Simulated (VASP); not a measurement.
# SnO2 (P6_3/mmc) in VASP: a series of runs

SnO2 is run at these levels: PBE+D3(BJ); tasks: single point.

Program: VASP 6.6.1. These are calculated values, not measurements. Logs are shortened: lines on timing, memory, paths and dates and some standing lists are left out, and cuts for length are marked.

### Step 1. The cell of the first run

The structure is hexagonal, space group P6_3/mmc (No. 194). Conventional cell: a = 3.318 Å, b = 3.318 Å, c = 10.258 Å, α = 90.00°, β = 90.00°, γ = 120.00°. Sn (site symmetry -3m) has 6 O at 2.16 Å within 2.9 Å. O (site symmetry 3m) has 3 Sn at 2.16 Å and 3 O at 2.78 Å within 2.9 Å.

### Step 2. Single point, PBE+D3(BJ) (16.30 Å³/atom)

INCAR

```
  ALGO = Normal
  EDIFF = 1E-6
  ENCUT = 520
  GGA = PE
  ISIF = 2
  ISMEAR = 0
  IVDW = 12
  LASPH = T
  LCHARG = F
  LREAL = F
  LWAVE = F
  NBANDS = 35
  NELM = 80
  PREC = Accurate
  SIGMA = 0.05
```

KPOINTS

```
k-points
0
Gamma
  12 12 4
```

POSCAR

```
SnO2
1.0
    3.3181965056      0.0000000000      0.0000000000
   -1.6590982528      2.8736424686      0.0000000000
    0.0000000000      0.0000000000     10.2578726775
Sn O
2 4
Direct
    0.0000000000      0.0000000000      0.5000000000
    0.0000000000      0.0000000000      0.0000000000
    0.6666666667      0.3333333333      0.4017901367
    0.6666666667      0.3333333333      0.0982098633
    0.3333333333      0.6666666667      0.5982098633
    0.3333333333      0.6666666667      0.9017901367
```

Potentials or basis: VASP PAW PBE potentials, release 64 (Sn_d, O).

Started as:

```sh
$ cat potpaw_PBE.64/Sn_d/POTCAR potpaw_PBE.64/O/POTCAR > POTCAR
$ mpirun -np 1 vasp_std > vasp.out
```

OUTCAR:

```text
EDIFF = 1E-6
   ENCUT = 520
   GGA = PE
   ISIF = 2
   ISMEAR = 0
   IVDW = 12
   LASPH = T
   LREAL = F
   NELM = 80
   PREC = Accurate
 IVDW          = 12

 ion  position               nearest neighbor table
   1  0.000  0.000  0.500-   3 2.16   5 2.16   3 2.16   5 2.16   3 2.16   5 2.16
   2  0.000  0.000  0.000-   4 2.16   6 2.16   4 2.16   6 2.16   4 2.16   6 2.16
   3  0.667  0.333  0.402-   1 2.16   1 2.16   1 2.16
   4  0.667  0.333  0.098-   2 2.16   2 2.16   2 2.16
   5  0.333  0.667  0.598-   1 2.16   1 2.16   1 2.16
   6  0.333  0.667  0.902-   2 2.16   2 2.16   2 2.16

  LATTYP: Found a hexagonal cell.
 ALAT       =     3.3181965056
 C/A-ratio  =     3.0914000000

  Lattice vectors:

 A1 = (   3.3181965056,   0.0000000000,   0.0000000000)
 A2 = (  -1.6590982528,   2.8736424686,   0.0000000000)
 A3 = (   0.0000000000,   0.0000000000,  10.2578726775)

Analysis of symmetry for initial positions (statically):
=====================================================================
 Subroutine PRICEL returns:
 Original cell was already a primitive cell.

 Routine SETGRP: Setting up the symmetry group for a
 hexagonal supercell.

 Subroutine GETGRP returns: Found 24 space group operations
 (whereof 12 operations were pure point group operations)
 out of a pool of 24 trial point group operations.

The static configuration has the point symmetry D_3d.
 The point group associated with its full space group is D_6h.

Analysis of symmetry for dynamics (positions and initial velocities):
=====================================================================
 Subroutine PRICEL returns:
 Original cell was already a primitive cell.

 Routine SETGRP: Setting up the symmetry group for a
 hexagonal supercell.

 Subroutine GETGRP returns: Found 24 space group operations
 (whereof 12 operations were pure point group operations)
 out of a pool of 24 trial point group operations.

The dynamic configuration has the point symmetry D_3d.
 The point group associated with its full space group is D_6h.

 Subroutine INISYM returns: Found 24 space group operations
 (whereof 12 operations are pure point group operations),
 and found     1 'primitive' translations

----------------------------------------------------------------------------------------

                                     Primitive cell

  volume of cell :      97.8120

  direct lattice vectors                    reciprocal lattice vectors
     3.318196506  0.000000000  0.000000000     0.301368529  0.173995201  0.000000000
    -1.659098253  2.873642469  0.000000000     0.000000000  0.347990403  0.000000000
     0.000000000  0.000000000 10.257872677     0.000000000  0.000000000  0.097486100

  length of vectors
     3.318196506  3.318196506 10.257872677     0.347990403  0.347990403  0.097486100

  position of ions in fractional coordinates (direct lattice)
     0.000000000  0.000000000  0.500000000
     0.000000000  0.000000000  0.000000000
     0.666666667  0.333333333  0.401790137
     0.666666667  0.333333333  0.098209863
     0.333333333  0.666666667  0.598209863
     0.333333333  0.666666667  0.901790137

  ion indices of the primitive-cell ions
   primitive index   ion index
                 1           1
                 2           2
                 3           3
                 4           4
                 5           5
                 6           6

----------------------------------------------------------------------------------------

 KPOINTS: k-points

Automatic generation of k-mesh.
 Grid dimensions read from file:
 generate k-points for:   12   12    4

 Generating k-lattice:

  Cartesian coordinates                     Fractional coordinates (reciprocal lattice)
     0.025114044  0.014499600  0.000000000     0.083333333 -0.000000000  0.000000000
     0.000000000  0.028999200  0.000000000     0.000000000  0.083333333  0.000000000
     0.000000000  0.000000000  0.024371525     0.000000000  0.000000000  0.250000000

  Length of vectors
     0.028999200  0.028999200  0.024371525

  Shift w.r.t. Gamma in fractional coordinates (k-lattice)
     0.000000000  0.000000000  0.000000000

 Subroutine IBZKPT returns following result:
 ===========================================

 Found     57 irreducible k-points:

 Following reciprocal coordinates:
            Coordinates               Weight
  0.000000  0.000000  0.000000      1.000000
  0.083333  0.000000  0.000000      6.000000
  0.166667  0.000000  0.000000      6.000000
  0.250000  0.000000  0.000000      6.000000
  0.333333  0.000000  0.000000      6.000000
  0.416667  0.000000  0.000000      6.000000
[... 16 lines left out ...]
  0.250000  0.000000  0.250000     12.000000
  0.333333  0.000000  0.250000     12.000000
 [... further k-points ...]
   k-points           NKPTS =     57   k-points in BZ     NKDIM =     57   number of bands    NBANDS=     35
   number of dos      NEDOS =    301   number of ions     NIONS =      6
[... 53 lines left out ...]
   NGX = 13   NGY = 13   NGZ = 39

 number of electron      52.0000009 magnetization

 Free energy of the ion-electron system (eV)
  ---------------------------------------------------
  ext. energy  EPLUGINS =         0.00000000
  ---------------------------------------------------
  free energy    TOTEN  =       -36.16204772 eV

  energy without entropy =      -36.16204772  energy(sigma->0) =      -36.16204772

 E-fermi :   2.6602     XC(G=0):  -9.2896

 val. band max:        2.3622606709   @ k =   0.2500   0.1667   0.0000
 cond. band min:       3.7830249100   @ k =   0.0000   0.0000   0.0000
 fundamental gap:      1.4207642391
 Fermi energy:         2.6602395164

 k-point     1 :       0.0000    0.0000    0.0000
  band No.  band energies     occupation
      1     -17.8701      2.00000
      2     -17.8693      2.00000
      3     -17.6848      2.00000
      4     -17.6848      2.00000
      5     -17.6847      2.00000
      6     -17.6847      2.00000
[... 27 lines left out ...]
     34      12.6905      0.00000
     35      12.6905      0.00000

 k-point     2 :       0.0833    0.0000    0.0000
  band No.  band energies     occupation
      1     -17.8526      2.00000
      2     -17.8519      2.00000
      3     -17.7272      2.00000
      4     -17.7265      2.00000
      5     -17.6751      2.00000
      6     -17.6750      2.00000
[... 27 lines left out ...]
     34      12.8276      0.00000
     35      13.1128      0.00000

 k-point     3 :       0.1667    0.0000    0.0000
  band No.  band energies     occupation
      1     -17.8710      2.00000
      2     -17.8693      2.00000
      3     -17.7783      2.00000
      4     -17.7774      2.00000
      5     -17.6542      2.00000
      6     -17.6541      2.00000
[... 27 lines left out ...]
     34      13.1850      0.00000
     35      13.2682      0.00000

 k-point     4 :       0.2500    0.0000    0.0000
  band No.  band energies     occupation
      1     -18.0178      2.00000
      2     -18.0148      2.00000
      3     -17.7256      2.00000
      4     -17.7249      2.00000
      5     -17.6414      2.00000
      6     -17.6412      2.00000
[... 27 lines left out ...]
     34      13.5705      0.00000
     35      13.6252      0.00000

 k-point     5 :       0.3333    0.0000    0.0000
  band No.  band energies     occupation
      1     -18.1601      2.00000
      2     -18.1562      2.00000
      3     -17.6883      2.00000
      4     -17.6876      2.00000
      5     -17.6410      2.00000
      6     -17.6408      2.00000
[... 638 lines left out ...]
 k-point    22 :       0.1667    0.0000    0.2500
  band No.  band energies     occupation
      1     -17.8707      2.00000
      2     -17.8696      2.00000
      3     -17.7782      2.00000
      4     -17.7776      2.00000
      5     -17.6542      2.00000
      6     -17.6541      2.00000
[... 27 lines left out ...]
     34      13.1766      0.00000
     35      13.3199      0.00000

 k-point    23 :       0.2500    0.0000    0.2500
  band No.  band energies     occupation
      1     -18.0174      2.00000
      2     -18.0152      2.00000
      3     -17.7255      2.00000
      4     -17.7250      2.00000
      5     -17.6414      2.00000
      6     -17.6413      2.00000
[... 27 lines left out ...]
     34      13.5779      0.00000
     35      13.7715      0.00000

 k-point    24 :       0.3333    0.0000    0.2500
  band No.  band energies     occupation
      1     -18.1595      2.00000
      2     -18.1567      2.00000
      3     -17.6882      2.00000
      4     -17.6877      2.00000
      5     -17.6409      2.00000
      6     -17.6408      2.00000
[... 27 lines left out ...]
     34      13.9843      0.00000
     35      14.1027      0.00000

 [... further k-points ...]

------------------------ aborting loop because EDIFF is reached ----------------------------------------

 Edisp (eV)   -0.92987

 E8    (eV) :    -0.3641

  FORCE on cell =-STRESS in cart. coord.  units (eV):
  Direction    XX          YY          ZZ          XY          YZ          ZX
  --------------------------------------------------------------------------------------
  -------------------------------------------------------------------------------------
  Total      -6.66014    -6.66014    -1.67165     0.00000     0.00000    -0.00000
  in kB    -109.09426  -109.09426   -27.38191     0.00000     0.00000    -0.00000
  external pressure =      -81.86 kB  Pullay stress =        0.00 kB

 VOLUME and BASIS-vectors are now :
 -----------------------------------------------------------------------------
  energy-cutoff  :      520.00
  volume of cell :       97.81
      direct lattice vectors                 reciprocal lattice vectors
     3.318196506  0.000000000  0.000000000     0.301368529  0.173995201  0.000000000
    -1.659098253  2.873642469  0.000000000     0.000000000  0.347990403  0.000000000
     0.000000000  0.000000000 10.257872677     0.000000000  0.000000000  0.097486100

 POSITION                                       TOTAL-FORCE (eV/Angst)
 -----------------------------------------------------------------------------------
      0.00000      0.00000      5.12894        -0.000000      0.000000      0.000000
      0.00000      0.00000      0.00000        -0.000000      0.000000      0.000000
      1.65910      0.95788      4.12151        -0.000000     -0.000000      0.434321
      1.65910      0.95788      1.00742        -0.000000     -0.000000     -0.434321
     -0.00000      1.91576      6.13636         0.000000      0.000000     -0.434321
     -0.00000      1.91576      9.25045         0.000000      0.000000      0.434321
 -----------------------------------------------------------------------------------
    total drift:                               -0.000000     -0.000000     -0.000000

  FREE ENERGIE OF THE ION-ELECTRON SYSTEM (eV)
  ---------------------------------------------------
  free  energy   TOTEN  =       -37.0919147278 eV

  energy  without entropy=      -37.0919147278  energy(sigma->0) =      -37.09191473
```

It took 1.9 min on 1 thread of Intel Xeon Platinum 8559C (Emerald Rapids), shared host; peak memory 0.33 GiB.

Results:

```
Free energy                : -37.0919 eV
Pressure                   : -8.2 GPa
Largest force              : 0.434 eV/Å
Band gap on the k mesh     : 1.42 eV (least direct gap 1.72 eV)
Dispersion energy per atom : -0.155 eV
```

Forces on the atoms (eV/Å):
```
Sn   0.000  0.000  0.000
Sn   0.000  0.000  0.000
O    0.000  0.000  0.434
O    0.000  0.000 -0.434
O    0.000  0.000 -0.434
O    0.000  0.000  0.434
```

Levels at points of the mesh, in eV from the valence-band top:
```csv
k point,band 24,band 25,band 26,band 27,band 28,band 29
"(0.00, 0.00, 0.00)",-1.07,-1.07,-0.30,1.42,2.33,4.87
"(0.50, 0.00, 0.00)",-0.67,-0.66,-0.09,4.40,4.56,6.37
"(0.00, 0.00, 0.50)",-1.10,-0.77,-0.77,1.91,1.91,5.13
"(0.50, 0.00, 0.50)",-0.69,-0.33,-0.33,4.48,4.48,6.74
```

Caveat: the stress differs along the axes, from -11 to -3 GPa; spin-orbit coupling is left out, which moves the levels of the heavy elements.

### Step 3. Single point, PBE+D3(BJ) (16.30 Å³/atom)

INCAR

```
ALGO = Normal
EDIFF = 1E-6
ENCUT = 520
GGA = PE
ISIF = 2
ISMEAR = 0
IVDW = 12
LASPH = True
LCHARG = False
LREAL = False
LWAVE = False
NBANDS = 35
NELM = 80
PREC = Accurate
SIGMA = 0.05
```

KPOINTS is that of step 2.

POSCAR: that of step 2 with these lines changed.

```diff
@@ -2,5 +2,5 @@
 1.0
-    3.3181965056      0.0000000000      0.0000000000
-   -1.6590982528      2.8736424686      0.0000000000
-    0.0000000000      0.0000000000     10.2578726775
+    3.1878271483      0.0000000000      0.0000000000
+   -1.5939135741      2.7607392933      0.0000000000
+    0.0000000000      0.0000000000     11.1140405698
 Sn O
```

Potentials or basis: VASP PAW PBE potentials, release 64 (Sn_d, O).

Started as:

```sh
$ cat potpaw_PBE.64/Sn_d/POTCAR potpaw_PBE.64/O/POTCAR > POTCAR
$ mpirun -np 1 vasp_std > vasp.out
```

It took 90 s on 1 thread of Intel Xeon Platinum 8559C (Emerald Rapids), shared host; peak memory 0.31 GiB.

Results (log left out):

```yaml
Free_energy: -37.1588 eV
Pressure: -2.8 GPa
Largest_force: 0.783 eV/Å
Band_gap_on_the_k_mesh: 2.27 eV (least direct gap 2.59 eV)
Dispersion_energy_per_atom: -0.155 eV
```

Forces on the atoms (eV/Å):
```
Sn   0.000  0.000  0.000
Sn   0.000  0.000  0.000
O    0.000  0.000  0.783
O    0.000  0.000 -0.783
O    0.000  0.000 -0.783
O    0.000  0.000  0.783
```

Stress tensor (GPa, compression positive):
```
-0.86  0.00  0.00
 0.00 -0.86  0.00
 0.00  0.00 -6.61
```

Levels at points of the mesh, in eV from the valence-band top:
```tsv
k point	band 22	band 23	band 24	band 25	band 26	band 27	band 28	band 29	band 30	band 31
(0.00, 0.00, 0.00)	-0.63	-0.63	-0.61	-0.61	-0.31	2.27	2.93	5.53	5.82	10.31
(0.50, 0.00, 0.00)	-1.28	-0.46	-0.43	-0.39	-0.05	5.03	5.16	6.88	7.33	10.27
(0.00, 0.00, 0.50)	-0.62	-0.62	-0.62	-0.62	-0.62	2.61	2.61	5.68	5.68	10.39
(0.50, 0.00, 0.50)	-1.42	-0.45	-0.45	-0.21	-0.21	5.09	5.09	7.10	7.10	10.41
```

Caveat: the stress differs along the axes, from -7 to -1 GPa; spin-orbit coupling is left out, which moves the levels of the heavy elements. A k mesh can miss the band edges.

### Step 4. Single point, PBE+D3(BJ) (14.15 Å³/atom)

This run uses another cell than the first one, of 14.15 Å³/atom.

INCAR

```
PREC     = Accurate       # precision mode
ENCUT    = 520            # plane-wave cutoff, eV
EDIFF    = 1E-7           # SCF threshold, eV
ISMEAR   = 0              # smearing method
SIGMA    = 0.05           # smearing width, eV
LREAL    = F              # projectors in reciprocal space
LASPH    = T              # aspherical terms in the spheres
NELM     = 100            # most SCF steps
ALGO     = Normal         # electronic algorithm
ISIF     = 2              # what is computed and relaxed
LWAVE    = F              # write WAVECAR
LCHARG   = F              # write CHGCAR
GGA      = PE             # functional
IVDW     = 12             # dispersion correction
NBANDS   = 35             # bands
```

KPOINTS

```
regular mesh
0
Gamma
  12 12 4
```

POSCAR: that of step 3 with these lines changed.

```diff
@@ -2,5 +2,5 @@
 1.0
-    3.1878271483      0.0000000000      0.0000000000
-   -1.5939135741      2.7607392933      0.0000000000
-    0.0000000000      0.0000000000     11.1140405698
+    3.1440894412      0.0000000000      0.0000000000
+   -1.5720447206      2.7228613278      0.0000000000
+    0.0000000000      0.0000000000      9.9164580975
 Sn O
```

Started as:

```sh
$ cat potpaw_PBE.64/Sn_d/POTCAR potpaw_PBE.64/O/POTCAR > POTCAR
$ mpirun -np 1 vasp_std > vasp.out
```

Wall time 2.5 min (1 thread of Intel Xeon Platinum 8488C (Sapphire Rapids), shared host); peak memory 0.29 GiB.

The run converged. Its results:

| Quantity | Value |
| --- | --- |
| Free energy | -37.0117 eV |
| Pressure | 13.1 GPa |
| Largest force | 1.123 eV/Å |
| Band gap on the k mesh | 2.44 eV (least direct gap 2.95 eV) |
| Dispersion energy per atom | -0.180 eV |

Forces on the atoms (eV/Å):
```
Sn   0.000  0.000  0.000
Sn   0.000  0.000  0.000
O    0.000  0.000 -1.123
O    0.000  0.000  1.123
O    0.000  0.000  1.123
O    0.000  0.000 -1.123
```

Stress tensor (GPa, compression positive):
```
15.16  0.00  0.00
 0.00 15.16  0.00
 0.00  0.00  8.99
```

Levels at points of the mesh, in eV from the valence-band top:
```tsv
k point	band 22	band 23	band 24	band 25	band 26	band 27	band 28	band 29	band 30	band 31
(0.00, 0.00, 0.00)	-1.04	-1.04	-0.99	-0.99	-0.51	2.44	3.48	5.70	6.24	11.08
(0.50, 0.00, 0.00)	-1.25	-0.76	-0.67	-0.58	-0.08	5.80	6.04	7.20	8.14	10.21
(0.00, 0.00, 0.50)	-1.01	-1.01	-1.01	-1.01	-1.01	2.97	2.97	5.99	5.99	11.12
(0.50, 0.00, 0.50)	-1.57	-0.63	-0.63	-0.36	-0.36	5.91	5.91	7.63	7.63	10.41
```

Caveat: the stress differs along the axes, from 9 to 15 GPa; spin-orbit coupling is left out, which moves the levels of the heavy elements; forces of over 1 eV/Å act on the atoms, so gaps and moduli don't describe the material at rest. A k mesh can miss the band edges.

### Step 5. Summary

| cell | gap on the mesh (eV) | pressure (GPa) | largest force (eV/Å) |
| --- | --- | --- | --- |
| a = 3.318, b = 3.318, c = 10.258 Å, angles 90.0, 90.0, 120.0°, 6 atoms | 1.42 | -8.2 | 0.43 |
| a = 3.188, b = 3.188, c = 11.114 Å, angles 90.0, 90.0, 120.0°, 6 atoms | 2.27 | -2.8 | 0.78 |
| a = 3.144, b = 3.144, c = 9.916 Å, angles 90.0, 90.0, 120.0°, 6 atoms | 2.44 | 13.1 | 1.12 |

Alike in all rows: task single point; level PBE+D3(BJ); potentials or basis VASP PAW PBE potentials, release 64 (Sn_d, O); no spin polarisation; k mesh 12 × 12 × 4; cutoff (eV) 520; smearing gaussian 0.05 eV.

Caveats: spin-orbit coupling is left out, which moves the levels of the heavy elements; the stress differs along the axes, from -11 to -3 GPa (at least some runs); the stress differs along the axes, from -7 to -1 GPa (at least some runs); the stress differs along the axes, from 9 to 15 GPa (at least some runs); forces of over 1 eV/Å act on the atoms, so gaps and moduli don't describe the material at rest (at least some runs).

Total energies depend on the potentials used, so only differences within one code and one set of settings carry meaning.
